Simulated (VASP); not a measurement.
# Hf (P6_3/mmc) in VASP: single point with LDA

Aim: the single point of Hf with LDA.

All numbers are computed with VASP 6.6.1; they aren't measurements. Logs are shortened: lines on timing, memory, paths and dates and some standing lists are left out, and cuts for length are marked.

## 1. The cell of the first run

Symmetry: P6_3/mmc, No. 194, hexagonal system. Conventional cell: a = 3.197 Å, b = 3.197 Å, c = 5.058 Å, α = 90.00°, β = 90.00°, γ = 120.00°. Within 4.1 Å of Hf (site symmetry -6m2) lie 12 Hf at 3.13 to 3.20 Å.

## 2. Single point, LDA

File INCAR:

```
ALGO = Fast
EDIFF = 1E-7
ENCUT = 520
ISIF = 2
ISMEAR = 0
LASPH = True
LCHARG = False
LREAL = False
LWAVE = False
NBANDS = 17
NELM = 60
PREC = Accurate
SIGMA = 0.15
```

File KPOINTS:

```
k-points
0
Gamma
  21 21 10
```

File POSCAR:

```
Hf
1.0
    3.1966985242      0.0000000000      0.0000000000
   -1.5983492621      2.7684221302      0.0000000000
    0.0000000000      0.0000000000      5.0578000000
Hf
2
Direct
    0.3333333333      0.6666666667      0.2500000000
    0.6666666667      0.3333333333      0.7500000000
```

Potentials or basis: VASP PAW LDA potentials, release 64 (Hf_pv).

Command:

```sh
$ cat potpaw_LDA.64/Hf_pv/POTCAR > POTCAR
$ mpirun -np 1 vasp_std > vasp.out
```

OUTCAR:

```text
EDIFF = 1E-7
   ENCUT = 520
   ISIF = 2
   ISMEAR = 0
   LASPH = True
   LREAL = False
   NELM = 60
   PREC = Accurate

 ion  position               nearest neighbor table
   1  0.333  0.667  0.250-   2 3.13   2 3.13   2 3.13   2 3.13   2 3.13   2 3.13
   2  0.667  0.333  0.750-   1 3.13   1 3.13   1 3.13   1 3.13   1 3.13   1 3.13

  LATTYP: Found a hexagonal cell.
 ALAT       =     3.1966985242
 C/A-ratio  =     1.5821948681

  Lattice vectors:

 A1 = (   3.1966985242,   0.0000000000,   0.0000000000)
 A2 = (  -1.5983492621,   2.7684221302,   0.0000000000)
 A3 = (   0.0000000000,   0.0000000000,   5.0578000000)

Analysis of symmetry for initial positions (statically):
=====================================================================
 Subroutine PRICEL returns:
 Original cell was already a primitive cell.

 Routine SETGRP: Setting up the symmetry group for a
 hexagonal supercell.

 Subroutine GETGRP returns: Found 24 space group operations
 (whereof 12 operations were pure point group operations)
 out of a pool of 24 trial point group operations.

The static configuration has the point symmetry D_3d.
 The point group associated with its full space group is D_6h.

Analysis of symmetry for dynamics (positions and initial velocities):
=====================================================================
 Subroutine PRICEL returns:
 Original cell was already a primitive cell.

 Routine SETGRP: Setting up the symmetry group for a
 hexagonal supercell.

 Subroutine GETGRP returns: Found 24 space group operations
 (whereof 12 operations were pure point group operations)
 out of a pool of 24 trial point group operations.

The dynamic configuration has the point symmetry D_3d.
 The point group associated with its full space group is D_6h.

 Subroutine INISYM returns: Found 24 space group operations
 (whereof 12 operations are pure point group operations),
 and found     1 'primitive' translations

----------------------------------------------------------------------------------------

                                     Primitive cell

  volume of cell :      44.7606

  direct lattice vectors                    reciprocal lattice vectors
     3.196698524  0.000000000  0.000000000     0.312822743  0.180608295  0.000000000
    -1.598349262  2.768422130  0.000000000     0.000000000  0.361216589  0.000000000
     0.000000000  0.000000000  5.057800000     0.000000000  0.000000000  0.197714421

  length of vectors
     3.196698524  3.196698524  5.057800000     0.361216589  0.361216589  0.197714421

  position of ions in fractional coordinates (direct lattice)
     0.333333333  0.666666667  0.250000000
     0.666666667  0.333333333  0.750000000

  ion indices of the primitive-cell ions
   primitive index   ion index
                 1           1
                 2           2

----------------------------------------------------------------------------------------

 KPOINTS: k-points

Automatic generation of k-mesh.
 Grid dimensions read from file:
 generate k-points for:   21   21   10

 Generating k-lattice:

  Cartesian coordinates                     Fractional coordinates (reciprocal lattice)
     0.014896321  0.008600395  0.000000000     0.047619048  0.000000000  0.000000000
     0.000000000  0.017200790  0.000000000     0.000000000  0.047619048  0.000000000
     0.000000000  0.000000000  0.019771442     0.000000000  0.000000000  0.100000000

  Length of vectors
     0.017200790  0.017200790  0.019771442

  Shift w.r.t. Gamma in fractional coordinates (k-lattice)
     0.000000000  0.000000000  0.000000000

 Subroutine IBZKPT returns following result:
 ===========================================

 Found    288 irreducible k-points:

 Following reciprocal coordinates:
            Coordinates               Weight
  0.000000  0.000000  0.000000      1.000000
  0.047619  0.000000  0.000000      6.000000
  0.095238  0.000000  0.000000      6.000000
  0.142857  0.000000  0.000000      6.000000
  0.190476  0.000000  0.000000      6.000000
  0.238095  0.000000  0.000000      6.000000
[... 16 lines left out ...]
  0.142857  0.095238  0.000000     12.000000
  0.190476  0.095238  0.000000     12.000000
 [... further k-points ...]
   k-points           NKPTS =    288   k-points in BZ     NKDIM =    288   number of bands    NBANDS=     17
   number of dos      NEDOS =    301   number of ions     NIONS =      2
   total plane-waves  NPLWV =  23040
   dimension x,y,z NGX =    24 NGY =   24 NGZ =   40
   dimension x,y,z NGXF=    48 NGYF=   48 NGZF=   80
   ions per type =               2
   NGX,Y,Z   is equivalent  to a cutoff of  12.48, 12.48, 13.15 a.u.
   NGXF,Y,Z  is equivalent  to a cutoff of  24.96, 24.96, 26.30 a.u.
 SYSTEM =  unknown system
   PREC   = accura    normal or accurate (medium, high low for compatibility)
   ISTART =      0    job   : 0-new  1-cont  2-samecut
   ICHARG =      2    charge: 1-file 2-atom 10-const
   ISPIN  =      1    spin polarized calculation?
   LNONCOLLINEAR =      F non collinear calculations
   LSORBIT =      F    spin-orbit coupling
   LASPH  =      T    aspherical Exc in radial PAW
   ENCUT  =  520.0 eV  38.22 Ry    6.18 a.u.   5.94  5.94  9.40*2*pi/ulx,y,z
   NELM   =     60;   NELMIN=  2; NELMDL= -5     # of ELM steps
   EDIFF  = 0.1E-06   stopping-criterion for ELM
   LREAL  =      F    real-space projection
   EDIFFG = 0.1E-05   stopping-criterion for IOM
   NSW    =      0    number of steps for IOM
   IBRION =     -1    ionic relax: 0-MD 1-quasi-New 2-CG
   NFREE  =      0    steps in history (QN), initial steepest desc. (CG)
   ISIF   =      2    stress and relaxation
   ISYM   =      2    0-nonsym 1-usesym 2-fastsym
   POTIM  = 0.5000    time-step for ionic-motion
   TEBEG  =    0.0;   TEEND  =   0.0 temperature during run
   PSTRESS=    0.0 pullay stress
   NELECT =      20.0000    total number of electrons
   NUPDOWN=      -1.0000    fix difference up-down
   EMIN   =  10.00;   EMAX   =-10.00  energy-range for DOS
   EFERMI =   0.00;   METHOD = LEGACY
   ISMEAR =     0;   SIGMA  =   0.15  broadening in eV -4-tet -1-fermi 0-gaus
   EFERMI_NEDOS =   21; number of points for ismear=-14 and -15
   IALGO  =     68    algorithm
   IMIX   =      4    mixing-type and parameters
     AMIX     =   0.40;   BMIX     =  1.00
     AMIX_MAG =   1.60;   BMIX_MAG =  1.00
  volume/ion in A,a.u.               =      22.38       151.03
  Fermi-wavevector in a.u.,A,eV,Ry     =   1.251564  2.365112 21.312324  1.566412
  Thomas-Fermi vector in A             =   2.385505
   LORBIT       =      0    0 simple, 1 ext, 2 COOP (PROOUT), +10 PAW based schemes
   GGA     = CA    functional components
   LHFCALC =     F    Hartree Fock is set to
   AEXX    =    0.0000 exact exchange contribution
   IVDW    =     0    specifies the selected vdW correction
   LEPSILON=     F    determine dielectric tensor
   LRPA    =     F    only Hartree local field effects (RPA)
 non-spin polarized calculation
 RMM-DIIS sequential band-by-band and
 Gauss-broadening in eV      SIGMA  =   0.15
  energy-cutoff  :      520.00
  volume of cell :       44.76
 maximum number of plane-waves:      1236
 NGX is ok and might be reduce to    24
   NGX = 11   NGY = 11   NGZ = 19

 number of electron      20.0000004 magnetization

 Free energy of the ion-electron system (eV)
  ---------------------------------------------------
  ext. energy  EPLUGINS =         0.00000000
  ---------------------------------------------------
  free energy    TOTEN  =       -21.32197741 eV

  energy without entropy =      -21.30372555  energy(sigma->0) =      -21.31285148

 E-fermi :   4.7873     XC(G=0): -11.4693

 val. band max:        4.7850638089   @ k =   0.3810   0.2381   0.4000
 cond. band min:       4.7917827181   @ k =   0.1429   0.0000   0.0000
 fundamental gap:      0.0067189092
 Fermi energy:         4.7872637423

 k-point     1 :       0.0000    0.0000    0.0000
  band No.  band energies     occupation
      1     -26.1526      2.00000
      2     -25.3941      2.00000
      3     -25.3941      2.00000
      4     -25.2675      2.00000
      5     -25.2633      2.00000
      6     -25.2633      2.00000
[... 9 lines left out ...]
     16       7.3227      0.00000
     17      10.0263      0.00000

 k-point     2 :       0.0476    0.0000    0.0000
  band No.  band energies     occupation
      1     -26.1465      2.00000
      2     -25.4070      2.00000
      3     -25.3984      2.00000
      4     -25.2770      2.00000
      5     -25.2703      2.00000
      6     -25.2650      2.00000
[... 9 lines left out ...]
     16       7.2554      0.00000
     17      10.1654      0.00000

 k-point     3 :       0.0952    0.0000    0.0000
  band No.  band energies     occupation
      1     -26.1288      2.00000
      2     -25.4447      2.00000
      3     -25.4110      2.00000
      4     -25.3166      2.00000
      5     -25.2786      2.00000
      6     -25.2701      2.00000
[... 9 lines left out ...]
     16       7.0753      0.00000
     17      10.2258      0.00000

 k-point     4 :       0.1429    0.0000    0.0000
  band No.  band energies     occupation
      1     -26.1000      2.00000
      2     -25.5037      2.00000
      3     -25.4303      2.00000
      4     -25.3777      2.00000
      5     -25.2924      2.00000
      6     -25.2786      2.00000
[... 9 lines left out ...]
     16       7.2497      0.00000
     17      10.4107      0.00000
[... 343 lines left out ...]
      1     -26.0832      2.00000
      2     -25.5251      2.00000
      3     -25.4715      2.00000
      4     -25.3849      2.00000
      5     -25.3008      2.00000
      6     -25.2918      2.00000
[... 9 lines left out ...]
     16       7.5157      0.00000
     17      10.4308      0.00000

 k-point    23 :       0.1429    0.0952    0.0000
  band No.  band energies     occupation
      1     -26.0455      2.00000
      2     -25.5884      2.00000
      3     -25.5299      2.00000
      4     -25.4236      2.00000
      5     -25.3202      2.00000
      6     -25.3088      2.00000
[... 9 lines left out ...]
     16       7.9836      0.00000
     17      10.5538      0.00000

 k-point    24 :       0.1905    0.0952    0.0000
  band No.  band energies     occupation
      1     -26.0000      2.00000
      2     -25.6650      2.00000
      3     -25.5925      2.00000
      4     -25.4643      2.00000
      5     -25.3452      2.00000
      6     -25.3266      2.00000
[... 9 lines left out ...]
     16       8.5399      0.00000
     17      10.6737      0.00000

 [... further k-points ...]

------------------------ aborting loop because EDIFF is reached ----------------------------------------

  FORCE on cell =-STRESS in cart. coord.  units (eV):
  Direction    XX          YY          ZZ          XY          YZ          ZX
  --------------------------------------------------------------------------------------
  -------------------------------------------------------------------------------------
  Total       -2.1070527     -2.1070527     -2.1774567     -0.0000000      0.0000000     -0.0000000
  in kB      -75.4206598    -75.4206598    -77.9407279     -0.0000000      0.0000000     -0.0000000
  external PRESSURE =     -76.2606825 kB  Pullay stress =       0.0000000 kB

 VOLUME and BASIS-vectors are now :
 -----------------------------------------------------------------------------
  energy-cutoff  :      520.00
  volume of cell :       44.76
      direct lattice vectors                 reciprocal lattice vectors
     3.196698524  0.000000000  0.000000000     0.312822743  0.180608295  0.000000000
    -1.598349262  2.768422130  0.000000000     0.000000000  0.361216589  0.000000000
     0.000000000  0.000000000  5.057800000     0.000000000  0.000000000  0.197714421

 POSITION                                       TOTAL-FORCE (eV/Angst)
 -----------------------------------------------------------------------------------
     -0.00000      1.84561      1.26445         0.000000      0.000000      0.000000
      1.59835      0.92281      3.79335        -0.000000     -0.000000      0.000000
 -----------------------------------------------------------------------------------
    total drift:                               -0.000000      0.000000     -0.000000

  FREE ENERGIE OF THE ION-ELECTRON SYSTEM (eV)
  ---------------------------------------------------
  free  energy   TOTEN  =       -21.3219774104 eV

  energy  without entropy=      -21.3037255494  energy(sigma->0) =      -21.31285148
```

Wall time 4.9 min (1 thread of Intel Xeon Platinum 8375C at 2.90GHz (Ice Lake), shared host); peak memory 0.29 GiB.

Results:

```
Free energy            : -21.3220 eV
Pressure               : -7.6 GPa
Band gap on the k mesh : zero (bands 10 and 11 overlap by 1.54 eV)
```

Stress tensor (GPa, compression positive):
```
-7.54  0.00  0.00
 0.00 -7.54  0.00
 0.00  0.00 -7.79
```

Levels at points of the mesh, in eV from the Fermi level:
```csv
k point,band 7,band 8,band 9,band 10,band 11,band 12,band 13,band 14
"(0.00, 0.00, 0.00)",-7.32,-3.70,0.79,1.11,1.11,1.38,1.92,1.92
"(0.00, 0.00, 0.50)",-5.34,-5.34,0.13,0.13,0.99,0.99,0.99,0.99
```

Caveat: the cell stands under tension; spin-orbit coupling is left out, which moves the levels of the heavy elements.
